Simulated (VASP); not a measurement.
# In3Se (Cmmm) in VASP: a series of runs, part 2 of 2

VASP 6.6.1. Earlier steps stand in the parts before.

**5. Single point, PBE+D3(BJ)**

This run uses another cell than the first one, of 34.20 Å³/atom.

The input, INCAR:

```
SYSTEM = In3Se
ALGO = Normal
EDIFF = 1E-7
ENCUT = 520
GGA = PE
ISIF = 2
ISMEAR = 0
IVDW = 12
LASPH = .TRUE.
LCHARG = .TRUE.
LELF = .TRUE.
LREAL = .FALSE.
LVHAR = .TRUE.
LWAVE = .FALSE.
NBANDS = 30
NELM = 60
PREC = Accurate
SIGMA = 0.15
```

The input, KPOINTS:

```
k-points
0
G
  8 8 8
  0 0 0
```

The input, POSCAR:

```
In3Se
1.0
    5.4059318236     -0.3525607711      0.0000000000
   -0.3525607711      5.4059318236      0.0000000000
    0.0000000000      0.0000000000      4.7008102814
In Se
3 1
Direct
    0.0000000000      0.5000000000      0.5000000000
    0.5000000000      0.0000000000      0.5000000000
    0.5000000000      0.5000000000      0.0000000000
    0.0000000000      0.0000000000      0.0000000000
```

Potentials or basis: VASP PAW PBE potentials, release 64 (In_d, Se).

On the command line:

```bash
> cat potpaw_PBE.64/In_d/POTCAR potpaw_PBE.64/Se/POTCAR > POTCAR
> mpirun -np 1 vasp_std > vasp.out
```

OUTCAR:

```text
SYSTEM = In3Se
   EDIFF = 1E-7
   ENCUT = 520
   GGA = PE
   ISIF = 2
   ISMEAR = 0
   IVDW = 12
   LASPH = .TRUE.
   LREAL = .FALSE.
   NELM = 60
   PREC = Accurate
 IVDW          = 12

 ion  position               nearest neighbor table
   1  0.000  0.500  0.500-   2 3.57   2 3.57   3 3.59   3 3.59   3 3.59   3 3.59
   2  0.500  0.000  0.500-   1 3.57   1 3.57   3 3.59   3 3.59   3 3.59   3 3.59
   3  0.500  0.500  0.000-   1 3.59   2 3.59   1 3.59   2 3.59   2 3.59   2 3.59   1 3.59   1 3.59

   4  0.000  0.000  0.000-

  LATTYP: Found a base centered orthorhombic cell.
 ALAT       =     7.1465458781
 B/A-ratio  =     1.1395348837
 C/A-ratio  =     0.6577737499

  Lattice vectors:

 A1 = (   5.4059318236,  -0.3525607711,   0.0000000000)
 A2 = (  -0.3525607711,   5.4059318236,   0.0000000000)
 A3 = (   0.0000000000,   0.0000000000,   4.7008102814)

Analysis of symmetry for initial positions (statically):
=====================================================================
 Subroutine PRICEL returns:
 Original cell was already a primitive cell.

[... 172 lines left out ...]

 E-fermi :   3.9442     XC(G=0):  -8.7987

 val. band max:        3.9431481058   @ k =  -0.2500   0.1250   0.5000
 cond. band min:       3.9593519478   @ k =  -0.3750   0.1250   0.5000
 fundamental gap:      0.0162038419
 Fermi energy:         3.9442213883

 k-point     1 :       0.0000    0.0000    0.0000
  band No.  band energies     occupation
      1     -10.7618      2.00000
      2     -10.7248      2.00000
      3     -10.7128      2.00000
      4     -10.7051      2.00000
      5     -10.6912      2.00000
      6     -10.6058      2.00000
[... 781 lines left out ...]
     29       8.5754      0.00000
     30       9.6851      0.00000

 [... further k-points ...]

------------------------ aborting loop because EDIFF is reached ----------------------------------------

 Edisp (eV)   -1.06374

 E8    (eV) :    -0.5121

  FORCE on cell =-STRESS in cart. coord.  units (eV):
  Direction    XX          YY          ZZ          XY          YZ          ZX
  --------------------------------------------------------------------------------------
  -------------------------------------------------------------------------------------
  Total      -3.21910    -3.21910    -2.55604     0.22770     0.00000     0.00000
  in kB     -37.70355   -37.70355   -29.93752     2.66695     0.00000     0.00000
  external pressure =      -35.11 kB  Pullay stress =        0.00 kB

 VOLUME and BASIS-vectors are now :
 -----------------------------------------------------------------------------
  energy-cutoff  :      520.00
  volume of cell :      136.79
      direct lattice vectors                 reciprocal lattice vectors
     5.405931824 -0.352560771  0.000000000     0.185772131  0.012115574  0.000000000
    -0.352560771  5.405931824  0.000000000     0.012115574  0.185772131  0.000000000
     0.000000000  0.000000000  4.700810281     0.000000000  0.000000000  0.212729283

 POSITION                                       TOTAL-FORCE (eV/Angst)
 -----------------------------------------------------------------------------------
     -0.17628      2.70297      2.35041        -0.000000      0.000000      0.000000
      2.70297     -0.17628      2.35041         0.000000      0.000000      0.000000
      2.52669      2.52669      0.00000        -0.000000      0.000000      0.000000
      0.00000      0.00000      0.00000         0.000000      0.000000      0.000000
 -----------------------------------------------------------------------------------
    total drift:                               -0.000000     -0.000000     -0.000000

  FREE ENERGIE OF THE ION-ELECTRON SYSTEM (eV)
  ---------------------------------------------------
  free  energy   TOTEN  =       -12.2576612225 eV

  energy  without entropy=      -12.2321626519  energy(sigma->0) =      -12.24491194
```

OSZICAR:

```text
N       E                     dE             d eps       ncg     rms          rms(c)
DAV:   1     0.393478413631E+03    0.39348E+03   -0.21043E+04  6300   0.173E+03
DAV:   2     0.288447428243E+02   -0.36463E+03   -0.35654E+03  6342   0.426E+02
DAV:   3    -0.995080127599E+01   -0.38796E+02   -0.37441E+02  8152   0.153E+02
DAV:   4    -0.117288537966E+02   -0.17781E+01   -0.17731E+01  7118   0.349E+01
DAV:   5    -0.118010439703E+02   -0.72190E-01   -0.72184E-01  8760   0.653E+00    0.335E+00
DAV:   6    -0.111885031608E+02    0.61254E+00   -0.20814E+00  8628   0.744E+00    0.183E+00
DAV:   7    -0.111983098352E+02   -0.98067E-02   -0.24514E-01  6712   0.213E+00    0.826E-01
DAV:   8    -0.111945414534E+02    0.37684E-02   -0.19236E-02  8900   0.863E-01    0.241E-01
DAV:   9    -0.111938548632E+02    0.68659E-03   -0.76474E-03  8076   0.422E-01    0.125E-01
DAV:  10    -0.111939500446E+02   -0.95181E-04   -0.16357E-03  8210   0.210E-01    0.406E-02
DAV:  11    -0.111939203668E+02    0.29678E-04   -0.36462E-04  7850   0.956E-02    0.111E-02
DAV:  12    -0.111939238089E+02   -0.34421E-05   -0.38333E-05  7710   0.279E-02    0.928E-03
DAV:  13    -0.111939246501E+02   -0.84119E-06   -0.41821E-06  8936   0.167E-02    0.292E-03
DAV:  14    -0.111939244353E+02    0.21473E-06   -0.11659E-06  6976   0.621E-03    0.145E-03
DAV:  15    -0.111939243099E+02    0.12548E-06   -0.16231E-07  4102   0.267E-03    0.292E-04
DAV:  16    -0.111939242584E+02    0.51486E-07   -0.41876E-08  3954   0.138E-03
   1 F= -.12257661E+02 E0= -.12244912E+02  d E =-.254986E-01
```

stdout:

```text
POSCAR found type information on POSCAR InSe
 POSCAR found :  2 types and       4 ions
 scaLAPACK will be used
 LDA part: xc-table for (Slater+PW92), standard interpolation
 POSCAR, INCAR and KPOINTS ok, starting setup
 FFT: planning ... GRIDC
 FFT: planning ... GRID_SOFT
 FFT: planning ... GRID
 WAVECAR not read
 entering main loop
```

Run time: 3.9 min. Hardware: 1 thread of Intel Xeon 6975P-C (Granite Rapids), shared host; peak memory 0.48 GiB.

What came out:

- Free energy: -12.2577 eV
- Pressure: -3.5 GPa
- Band gap on the k mesh: zero (an odd number of electrons rules out a gap without spin polarisation)
- Dispersion energy per atom: -0.266 eV

Stress tensor (GPa, compression positive):
```
-3.77  0.27  0.00
 0.27 -3.77  0.00
 0.00  0.00 -2.99
```

Caveat: the cell stands under tension; spin-orbit coupling is left out, which moves the levels of the heavy elements.

**6. The runs side by side**

```csv
cell,gap on the mesh (eV),pressure (GPa)
"a = 4.352, b = 4.352, c = 4.701 Å, angles 90.0, 90.0, 94.6°, 4 atoms",none,9.6
"a = 5.452, b = 5.452, c = 4.701 Å, angles 90.0, 90.0, 104.9°, 4 atoms",none,-5.1
"a = 5.432, b = 5.432, c = 4.701 Å, angles 90.0, 90.0, 101.2°, 4 atoms",none,-4.8
"a = 5.417, b = 5.417, c = 4.701 Å, angles 90.0, 90.0, 97.5°, 4 atoms",none,-3.5
```

Alike in all rows: task single point; level PBE+D3(BJ); potentials or basis VASP PAW PBE potentials, release 64 (In_d, Se); no spin polarisation; k mesh 8 × 8 × 8; cutoff (eV) 520; smearing gaussian 0.15 eV.

Caveats: spin-orbit coupling is left out, which moves the levels of the heavy elements; the cell stands under tension (at least some runs); the cell stands under pressure (at least some runs).

Absolute energies hang on the potentials; compare differences alone.

The gap in the log of VASP goes by the Fermi energy; the results here count the filled bands.